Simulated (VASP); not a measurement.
# Be2Cd2O in VASP: notebook, part 2 of 2

VASP 6.6.1.

**5. Single point, PBE, collinear spin, ferromagnetic start**

Contents of INCAR:

```
ALGO = Normal ; EDIFF = 1E-7
ENCUT = 520 ; GGA = PE
ISIF = 2 ; ISMEAR = 0
ISPIN = 2 ; LASPH = True
LCHARG = False ; LORBIT = 11
LREAL = False ; LWAVE = False
MAGMOM = 0 0 0 0 1 ; NBANDS = 29
NELM = 150 ; PREC = Accurate
SIGMA = 0.1
```

Contents of KPOINTS:

```
k-points
0
Gamma
  6 6 6
```

Contents of POSCAR:

```
Be2Cd2O
1.0
    0.0000000000      2.4764198300      5.3762913600
    2.4513196100      0.0000000000      5.3762913600
    2.4513196100      2.4764198300      0.0000000000
Be Cd O
2 2 1
Direct
    0.3632000100      0.3632000100      0.6367999900
    0.6367999900      0.6367999900      0.3632000100
    0.7500000000      0.7500000000      0.7500000000
    0.2500000000      0.2500000000      0.2500000000
    0.0000000000      0.0000000000      0.0000000000
```

Potentials or basis: VASP PAW PBE potentials, release 64 (Be, Cd, O).

Run with:

```sh
> cat potpaw_PBE.64/Be/POTCAR potpaw_PBE.64/Cd/POTCAR potpaw_PBE.64/O/POTCAR > POTCAR
> mpirun -np 1 vasp_std > vasp.out
```

OUTCAR:

```text
EDIFF = 1E-7
   ENCUT = 520
   GGA = PE
   ISIF = 2
   ISMEAR = 0
   ISPIN = 2
   LASPH = True
   LORBIT = 11
   LREAL = False
   NELM = 150
   PREC = Accurate

 ion  position               nearest neighbor table
   1  0.363  0.363  0.637-   4 2.13   4 2.13   3 2.13   3 2.13
   2  0.637  0.637  0.363-   3 2.13   3 2.13   4 2.13   4 2.13
   3  0.750  0.750  0.750-   2 2.13   2 2.13   1 2.13   1 2.13   4 2.45   4 2.45   4 2.48   4 2.48

   4  0.250  0.250  0.250-   1 2.13   1 2.13   2 2.13   2 2.13   3 2.45   3 2.45   3 2.48   3 2.48

   5  0.000  0.000  0.000-

  LATTYP: Found a face centered orthorhombic cell.
 ALAT       =     4.9026392200
 B/A-ratio  =     1.0102394726
 C/A-ratio  =     2.1932233308

  Lattice vectors:

 A1 = (   0.0000000000,   2.4764198300,   5.3762913600)
 A2 = (   2.4513196100,   0.0000000000,   5.3762913600)
 A3 = (   2.4513196100,   2.4764198300,   0.0000000000)

Analysis of symmetry for initial positions (statically):
=====================================================================
 Subroutine PRICEL returns:
 Original cell was already a primitive cell.

 Routine SETGRP: Setting up the symmetry group for a
 face centered orthorhombic supercell.

 Subroutine GETGRP returns: Found  8 space group operations
 (whereof  8 operations were pure point group operations)
 out of a pool of  8 trial point group operations.

The static configuration has the point symmetry D_2h.

Analysis of symmetry for dynamics (positions and initial velocities):
=====================================================================
 Subroutine PRICEL returns:
 Original cell was already a primitive cell.

 Routine SETGRP: Setting up the symmetry group for a
 face centered orthorhombic supercell.

 Subroutine GETGRP returns: Found  8 space group operations
 (whereof  8 operations were pure point group operations)
 out of a pool of  8 trial point group operations.

The dynamic configuration has the point symmetry D_2h.

Analysis of structural, dynamic, and magnetic symmetry:
=====================================================================
 Subroutine PRICEL returns:
 Original cell was already a primitive cell.

 Routine SETGRP: Setting up the symmetry group for a
 face centered orthorhombic supercell.

 Subroutine GETGRP returns: Found  8 space group operations
 (whereof  8 operations were pure point group operations)
 out of a pool of  8 trial point group operations.

The overall configuration has the point symmetry D_2h.

 Subroutine INISYM returns: Found  8 space group operations
 (whereof  8 operations are pure point group operations),
 and found     1 'primitive' translations

----------------------------------------------------------------------------------------

                                     Primitive cell

  volume of cell :      65.2735

  direct lattice vectors                    reciprocal lattice vectors
     0.000000000  2.476419830  5.376291360    -0.203971770  0.201904376  0.093000912
     2.451319610  0.000000000  5.376291360     0.203971770 -0.201904376  0.093000912
     2.451319610  2.476419830  0.000000000     0.203971770  0.201904376 -0.093000912

  length of vectors
     5.919219878  5.908762698  3.484483176     0.301693602  0.301693602  0.301693602

  position of ions in fractional coordinates (direct lattice)
     0.363200010  0.363200010  0.636799990
[... 89 lines left out ...]
   NFREE  =      0    steps in history (QN), initial steepest desc. (CG)
   ISIF   =      2    stress and relaxation
   ISYM   =      2    0-nonsym 1-usesym 2-fastsym
   POTIM  = 0.5000    time-step for ionic-motion
   TEBEG  =    0.0;   TEEND  =   0.0 temperature during run
   PSTRESS=    0.0 pullay stress
   NELECT =      34.0000    total number of electrons
   NUPDOWN=      -1.0000    fix difference up-down
   EMIN   =  10.00;   EMAX   =-10.00  energy-range for DOS
   EFERMI =   0.00;   METHOD = LEGACY
   ISMEAR =     0;   SIGMA  =   0.10  broadening in eV -4-tet -1-fermi 0-gaus
   EFERMI_NEDOS =   21; number of points for ismear=-14 and -15
   IALGO  =     38    algorithm
   IMIX   =      4    mixing-type and parameters
     AMIX     =   0.40;   BMIX     =  1.00
     AMIX_MAG =   1.60;   BMIX_MAG =  1.00
  volume/ion in A,a.u.               =      13.05        88.10
  Fermi-wavevector in a.u.,A,eV,Ry     =   1.317211  2.489169 23.606731  1.735046
  Thomas-Fermi vector in A             =   2.447269
   LORBIT       =     11    0 simple, 1 ext, 2 COOP (PROOUT), +10 PAW based schemes
   GGA     = PE    functional components
   LHFCALC =     F    Hartree Fock is set to
   AEXX    =    0.0000 exact exchange contribution
   IVDW    =     0    specifies the selected vdW correction
   LEPSILON=     F    determine dielectric tensor
   LRPA    =     F    only Hartree local field effects (RPA)
 spin polarized calculation
 Gauss-broadening in eV      SIGMA  =   0.10
  energy-cutoff  :      520.00
  volume of cell :       65.27
 maximum number of plane-waves:      1778
 NGX is ok and might be reduce to    48
   NGX = 23   NGY = 21   NGZ = 13

 number of electron      34.0000004 magnetization       0.0000049

 number of electron      34.0000004 magnetization      -0.0000303

 Free energy of the ion-electron system (eV)
  ---------------------------------------------------
  ext. energy  EPLUGINS =         0.00000000
  ---------------------------------------------------
  free energy    TOTEN  =        -3.94980138 eV

  energy without entropy =       -3.93917706  energy(sigma->0) =       -3.94448922

 E-fermi :   3.9989     XC(G=0): -10.8826

 val. band max:        3.9882033003   @ k =  -0.1667   0.0000   0.1667
 cond. band min:       4.0049269437   @ k =   0.3333  -0.0000   0.1667
 fundamental gap:      0.0167236434
 Fermi energy:         3.9989331778

 spin component 1

 k-point     1 :       0.0000    0.0000    0.0000
  band No.  band energies     occupation
      1     -12.4903      1.00000
      2      -9.4817      1.00000
      3      -9.2111      1.00000
      4      -9.0789      1.00000
      5      -7.7724      1.00000
      6      -7.7029      1.00000
[... 757 lines left out ...]
     28      15.0710      0.00000
     29      16.2257      0.00000

 [... further k-points ...]

 spin component 2

 k-point     1 :       0.0000    0.0000    0.0000
  band No.  band energies     occupation
      1     -12.4903      1.00000
      2      -9.4817      1.00000
      3      -9.2111      1.00000
      4      -9.0789      1.00000
      5      -7.7724      1.00000
      6      -7.7029      1.00000
[... 757 lines left out ...]
     28      15.0710      0.00000
     29      16.2257      0.00000

 [... further k-points ...]

------------------------ aborting loop because EDIFF is reached ----------------------------------------

  FORCE on cell =-STRESS in cart. coord.  units (eV):
  Direction    XX          YY          ZZ          XY          YZ          ZX
  --------------------------------------------------------------------------------------
  -------------------------------------------------------------------------------------
  Total       28.9789192     28.0695024     10.0335293     -0.0000000      0.0000000      0.0000000
  in kB      711.3048352    688.9826588    246.2789531     -0.0000000      0.0000000      0.0000000
  external PRESSURE =     548.8554824 kB  Pullay stress =       0.0000000 kB

 VOLUME and BASIS-vectors are now :
 -----------------------------------------------------------------------------
  energy-cutoff  :      520.00
  volume of cell :       65.27
      direct lattice vectors                 reciprocal lattice vectors
     0.000000000  2.476419830  5.376291360    -0.203971770  0.201904376  0.093000912
     2.451319610  0.000000000  5.376291360     0.203971770 -0.201904376  0.093000912
     2.451319610  2.476419830  0.000000000     0.203971770  0.201904376 -0.093000912

 POSITION                                       TOTAL-FORCE (eV/Angst)
 -----------------------------------------------------------------------------------
      2.45132      2.47642      3.90534         0.000000      0.000000      6.299393
      2.45132      2.47642      6.84724         0.000000      0.000000     -6.299393
      3.67698      3.71463      8.06444         0.000000     -0.000000      0.000000
      1.22566      1.23821      2.68815        -0.000000      0.000000     -0.000000
      0.00000      0.00000      0.00000         0.000000      0.000000     -0.000000
 -----------------------------------------------------------------------------------
    total drift:                                0.000000     -0.000000     -0.000000

  FREE ENERGIE OF THE ION-ELECTRON SYSTEM (eV)
  ---------------------------------------------------
  free  energy   TOTEN  =        -3.9498013753 eV

  energy  without entropy=       -3.9391770585  energy(sigma->0) =       -3.94448922

 total charge

# of ion       s       p       d       tot
------------------------------------------
    1        0.503   0.629   0.000   1.132
    2        0.503   0.629   0.000   1.132
    3        0.754   0.765   9.491  11.010
    4        0.754   0.765   9.491  11.010
    5        1.607   3.117   0.000   4.723
--------------------------------------------------
tot          4.120   5.905  18.983  29.008

 magnetization (x)

# of ion       s       p       d       tot
------------------------------------------
    1       -0.000   0.000   0.000  -0.000
    2       -0.000   0.000   0.000  -0.000
    3       -0.000  -0.000  -0.000  -0.000
    4       -0.000  -0.000  -0.000  -0.000
    5       -0.000  -0.000   0.000  -0.000
--------------------------------------------------
tot         -0.000  -0.000  -0.000  -0.000
```

OSZICAR:

```text
N       E                     dE             d eps       ncg     rms          rms(c)
DAV:   1     0.251641954430E+03    0.25164E+03   -0.16503E+04  5336   0.112E+03
DAV:   2     0.308892951634E+01   -0.24855E+03   -0.23148E+03  5784   0.311E+02
DAV:   3    -0.710310868427E+01   -0.10192E+02   -0.10022E+02  6384   0.672E+01
[... 12 lines left out ...]
DAV:  16    -0.394979847453E+01   -0.18566E-05   -0.36293E-06  5776   0.729E-03    0.684E-03
DAV:  17    -0.394979990797E+01   -0.14334E-05   -0.51710E-06  6096   0.816E-03    0.444E-03
DAV:  18    -0.394980060024E+01   -0.69227E-06   -0.61826E-06  5806   0.883E-03    0.247E-03
DAV:  19    -0.394980108419E+01   -0.48395E-06   -0.11029E-06  5728   0.436E-03    0.128E-03
DAV:  20    -0.394980131064E+01   -0.22645E-06   -0.62148E-07  5672   0.297E-03    0.768E-04
DAV:  21    -0.394980137531E+01   -0.64668E-07   -0.37061E-08  3164   0.142E-03
   1 F= -.39498014E+01 E0= -.39444892E+01  d E =-.106243E-01  mag=     0.0000
```

It took 2.7 min on 1 thread of Intel Xeon 6975P-C (Granite Rapids), shared host; peak memory 0.36 GiB.

What came out:

* Free energy: -3.9498 eV
* Pressure: 54.9 GPa
* Largest force: 6.299 eV/Å
* Band gap on the k mesh: zero (filled and empty bands overlap)
* Net moment: 0.00 μB per cell
* Valence electrons inside the program's atomic spheres: Be 1.13; Cd 11.01; O 4.72

Forces on the atoms (eV/Å):
```
Be   0.000  0.000  6.299
Be   0.000  0.000 -6.299
Cd   0.000  0.000  0.000
Cd   0.000  0.000  0.000
O    0.000  0.000  0.000
```

Stress tensor (GPa, compression positive):
```
71.13  0.00  0.00
 0.00 68.90  0.00
 0.00  0.00 24.63
```

Levels at points of the mesh, in eV from the Fermi level:
Spin up:
| k point | band 13 | band 14 | band 15 | band 16 | band 17 | band 18 | band 19 | band 20 | band 21 | band 22 |
| --- | --- | --- | --- | --- | --- | --- | --- | --- | --- | --- |
| (0.00, 0.00, 0.00) | -4.91 | -1.48 | -1.45 | -0.24 | -0.23 | -0.07 | 0.14 | 5.44 | 5.52 | 6.49 |
| (0.50, 0.00, 0.00) | -7.21 | -3.79 | -1.75 | -1.27 | -0.42 | 1.26 | 3.04 | 3.44 | 3.86 | 4.53 |
| (0.50, 0.50, 0.00) | -4.14 | -1.95 | -1.91 | -1.63 | 0.39 | 0.40 | 2.32 | 5.01 | 5.61 | 5.65 |
| (0.50, 0.00, 0.50) | -4.82 | -3.67 | -3.29 | -2.34 | -1.44 | -0.82 | -0.21 | 0.44 | 1.37 | 4.83 |
| (0.00, 0.50, 0.50) | -4.71 | -3.57 | -3.31 | -2.54 | -1.43 | -0.72 | -0.12 | 0.44 | 1.30 | 4.84 |
Spin down:
| k point | band 15 | band 16 | band 17 | band 18 | band 19 | band 20 |
| --- | --- | --- | --- | --- | --- | --- |
| (0.00, 0.00, 0.00) | -1.45 | -0.24 | -0.23 | -0.07 | 0.14 | 5.44 |
| (0.50, 0.00, 0.00) | -1.75 | -1.27 | -0.42 | 1.26 | 3.04 | 3.44 |
| (0.50, 0.50, 0.00) | -1.91 | -1.63 | 0.39 | 0.40 | 2.32 | 5.01 |
| (0.50, 0.00, 0.50) | -3.29 | -2.34 | -1.44 | -0.82 | -0.21 | 0.44 |
| (0.00, 0.50, 0.50) | -3.31 | -2.54 | -1.43 | -0.72 | -0.12 | 0.44 |

Caveat: the cell stands under pressure; forces of over 1 eV/Å act on the atoms, so gaps and moduli don't describe the material at rest.

**6. Single point, PBE**

This run uses another cell than the first one, of 22.06 Å³/atom.

Contents of INCAR:

```
SYSTEM = Be2Cd2O
PREC = Accurate
ENCUT = 520
EDIFF = 1E-7
ISMEAR = 0
SIGMA = 0.1
LREAL = .FALSE.
LASPH = .TRUE.
NELM = 60
ALGO = Normal
ISIF = 2
LWAVE = .FALSE.
LCHARG = .FALSE.
GGA = PE
NBANDS = 25
```

Contents of KPOINTS:

```
regular mesh
0
G
  12 12 12
  0 0 0
```

Contents of POSCAR:

```
Be2Cd2O
1.0
   -2.0847492223      2.0847492223      6.3450592112
    2.0847492223     -2.0847492223      6.3450592112
    2.0847492223      2.0847492223     -6.3450592112
Be Cd O
2 2 1
Direct
    0.1119205878      0.1119205878      0.0000000000
    0.8880794122      0.8880794122      0.0000000000
    0.2500000000      0.7500000000      0.5000000000
    0.7500000000      0.2500000000      0.5000000000
    0.0000000000      0.0000000000      0.0000000000
```

Potentials or basis: VASP PAW PBE potentials, release 64 (Be, Cd, O).

Run with:

```sh
> cat potpaw_PBE.64/Be/POTCAR potpaw_PBE.64/Cd/POTCAR potpaw_PBE.64/O/POTCAR > POTCAR
> mpirun -np 1 vasp_std > vasp.out
```

It took 11 min on 1 thread of Intel Xeon 6975P-C (Granite Rapids), shared host; peak memory 0.7 GiB.

Results (log left out):

```
Free energy            : -16.1275 eV
Pressure               : 0.0 GPa
Largest force          : 0.056 eV/Å
Band gap on the k mesh : zero (bands 17 and 18 overlap by 3.28 eV)
```

Forces on the atoms (eV/Å):
```
Be   0.000  0.000 -0.056
Be   0.000  0.000  0.056
Cd   0.000  0.000  0.000
Cd   0.000  0.000  0.000
O    0.000  0.000  0.000
```

Stress tensor (GPa, compression positive):
```
 0.09  0.00  0.00
 0.00  0.09  0.00
 0.00  0.00 -0.16
```

Levels at points of the mesh, in eV from the Fermi level:
| k point | band 15 | band 16 | band 17 | band 18 | band 19 | band 20 |
| --- | --- | --- | --- | --- | --- | --- |
| (0.00, 0.00, 0.00) | -3.55 | -1.92 | 0.92 | 0.92 | 3.29 | 3.33 |
| (0.50, 0.00, 0.00) | -3.69 | -3.53 | -0.05 | 0.67 | 3.27 | 4.04 |
| (0.50, 0.50, 0.00) | -2.64 | -2.56 | -2.17 | -1.53 | 0.88 | 1.90 |
| (0.50, 0.50, 0.50) | -3.62 | -2.47 | 1.39 | 1.39 | 3.19 | 4.20 |

**7. Single point, PBE, collinear spin, ferromagnetic start**

This run uses another cell than the first one, of 22.12 Å³/atom.

Contents of INCAR:

```
PREC = Accurate ; ENCUT = 520
EDIFF = 1E-7 ; ISMEAR = 0
SIGMA = 0.1 ; LREAL = False
LASPH = True ; NELM = 150
ALGO = Normal ; ISIF = 2
LWAVE = False ; LCHARG = True
ISPIN = 2 ; MAGMOM = 0 0 0 0 1
LORBIT = 11 ; GGA = PE
LELF = True ; LVHAR = True
NBANDS = 29
```

Contents of KPOINTS:

```
regular mesh
0
Gamma
  6 6 6
```

Contents of POSCAR:

```
Be2Cd2O
1.0
   -2.1242301691      2.1242301691      6.1277706376
    2.1242301691     -2.1242301691      6.1277706376
    2.1242301691      2.1242301691     -6.1277706376
Be Cd O
2 2 1
Direct
    0.1159921359      0.1159921359      0.0000000000
    0.8840078641      0.8840078641      0.0000000000
    0.2500000000      0.7500000000      0.5000000000
    0.7500000000      0.2500000000      0.5000000000
    0.0000000000      0.0000000000      0.0000000000
```

Run with:

```sh
> cat potpaw_PBE.64/Be/POTCAR potpaw_PBE.64/Cd/POTCAR potpaw_PBE.64/O/POTCAR > POTCAR
> mpirun -np 1 vasp_std > vasp.out
```

It took 6.9 min on 1 thread of AMD EPYC 7R13 (Zen 3), shared host; peak memory 0.55 GiB.

The run converged. Its results:

```yaml
Free_energy: -16.1342 eV
Pressure: 0.2 GPa
Largest_force: 0.074 eV/Å
Band_gap_on_the_k_mesh: zero (filled and empty bands overlap)
Net_moment: 0.00 μB per cell
Valence_electrons_inside_the_program's_atomic_spheres: Be 1.18; Cd 10.35; O 5.15
```

Forces in eV/Å, atoms in the order of the input:
```
Be   0.000  0.000 -0.074
Be   0.000  0.000  0.074
Cd   0.000  0.000  0.000
Cd   0.000  0.000  0.000
O    0.000  0.000  0.000
```

Levels at points of the mesh, in eV from the Fermi level:
Spin up:
| k point | band 14 | band 15 | band 16 | band 17 | band 18 | band 19 | band 20 | band 21 |
| --- | --- | --- | --- | --- | --- | --- | --- | --- |
| (0.00, 0.00, 0.00) | -3.66 | -3.66 | -1.60 | 0.67 | 0.67 | 2.92 | 3.55 | 4.66 |
| (0.50, 0.00, 0.00) | -4.83 | -3.68 | -3.65 | 0.07 | 0.84 | 2.94 | 3.72 | 4.78 |
| (0.50, 0.50, 0.00) | -4.09 | -2.68 | -2.59 | -2.36 | -1.63 | 0.91 | 1.95 | 3.98 |
| (0.50, 0.50, 0.50) | -3.75 | -3.75 | -2.24 | 1.20 | 1.20 | 2.75 | 3.96 | 4.24 |
Spin down:
```
           k point  band 15  band 16  band 17  band 18  band 19  band 20
(0.00, 0.00, 0.00)    -3.66    -1.60     0.67     0.67     2.92     3.55
(0.50, 0.00, 0.00)    -3.68    -3.65     0.07     0.84     2.94     3.72
(0.50, 0.50, 0.00)    -2.68    -2.59    -2.36    -1.63     0.91     1.95
(0.50, 0.50, 0.50)    -3.75    -2.24     1.20     1.20     2.75     3.96
```

**8. Summary**

| task | spin | cell | k mesh | cutoff (eV) | gap on the mesh (eV) | pressure (GPa) | moment (μB) | largest force (eV/Å) |
| --- | --- | --- | --- | --- | --- | --- | --- | --- |
| single point | off | a = 5.919, b = 5.909, c = 3.484 Å, angles 73.0, 72.7, 34.3°, 5 atoms, atomic positions A | 6 × 6 × 6 | 520 | none | 54.9 | - | 6.30 |
| single point | off | a = 6.825, b = 6.824, c = 4.248 Å, angles 71.9, 71.9, 36.3°, 5 atoms, atomic positions B | 6 × 6 × 6 | 520 | none | 0.2 | - | 0.07 |
| relaxation of cell and atoms | off | relaxed from a = 5.919, b = 5.909, c = 3.484 Å, angles 73.0, 72.7, 34.3°, 5 atoms, atomic positions A | 6 × 6 × 6 | 600 | none | -0.1 | - | 0.02 |
| single point | collinear, ferromagnetic start | a = 5.919, b = 5.909, c = 3.484 Å, angles 73.0, 72.7, 34.3°, 5 atoms, atomic positions A | 6 × 6 × 6 | 520 | none | 54.9 | 0.00 | 6.30 |
| single point | off | a = 6.997 Å, angles 145.3, 145.3, 49.8°, 5 atoms, atomic positions C | 12 × 12 × 12 | 520 | none | 0.0 | - | 0.06 |
| single point | collinear, ferromagnetic start | a = 6.825 Å, angles 143.7, 143.7, 52.2°, 5 atoms, atomic positions D | 6 × 6 × 6 | 520 | none | 0.2 | 0.00 | 0.07 |

Alike in all rows: level PBE; potentials or basis VASP PAW PBE potentials, release 64 (Be, Cd, O); smearing gaussian 0.1 eV.

Caveats: the cell stands under pressure (at least some runs); forces of over 1 eV/Å act on the atoms, so gaps and moduli don't describe the material at rest (at least some runs); the volume moved by over 15 % at a fixed basis, so the end points are rough (at least some runs).

Absolute energies hang on the potentials; compare differences alone.
